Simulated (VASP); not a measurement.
## NaMgBr3: single point with r2SCAN

Crystal: NaMgBr3.

```
CELL_PARAMETERS angstrom
5.37214 0.00000 0.00000
0.00000 5.37214 0.00000
0.00000 0.00000 5.37214
ATOMIC_POSITIONS crystal
Na 0.00000 0.00000 0.00000
Mg 0.50000 0.50000 0.50000
Br 0.50000 0.50000 0.00000
Br 0.50000 0.00000 0.50000
Br 0.00000 0.50000 0.50000
```

```yaml
Program: VASP 6.6.1
Task: single point
Functional: r2SCAN
Potentials_or_basis: VASP PAW PBE potentials, release 64 (Na_pv, Mg, Br)
Cutoff: 520 eV
k_mesh: 4 × 4 × 4
Occupations: gaussian, width 0.01 eV
Spin: no spin polarisation
```

The pressure is -1.6 GPa and the band gap on the k mesh is 3.42 eV (least direct gap 3.94 eV).

Levels at points of the mesh, in eV from the valence-band top:
| k point | band 12 | band 13 | band 14 | band 15 | band 16 | band 17 | band 18 | band 19 |
| --- | --- | --- | --- | --- | --- | --- | --- | --- |
| (0.00, 0.00, 0.00) | -0.77 | -0.52 | -0.52 | -0.52 | 3.42 | 3.92 | 7.62 | 7.62 |
| (0.50, 0.00, 0.00) | -1.20 | -0.96 | -0.61 | -0.61 | 5.57 | 5.75 | 6.17 | 8.29 |
| (0.50, 0.50, 0.00) | -1.17 | -1.17 | -1.13 | -0.01 | 6.03 | 7.45 | 7.45 | 7.54 |
| (0.50, 0.50, 0.50) | -1.12 | 0.00 | 0.00 | 0.00 | 4.65 | 6.55 | 6.55 | 6.55 |

Wall time 2.1 min on 1 thread of Intel(R) Xeon(R) Platinum 8488C (Sapphire Rapids), with other jobs on the host, peak memory 0.27 GiB.

Caveat: the PAW data sets were made with another functional, which shifts forces and pressure a little. A k mesh can miss the band edges.
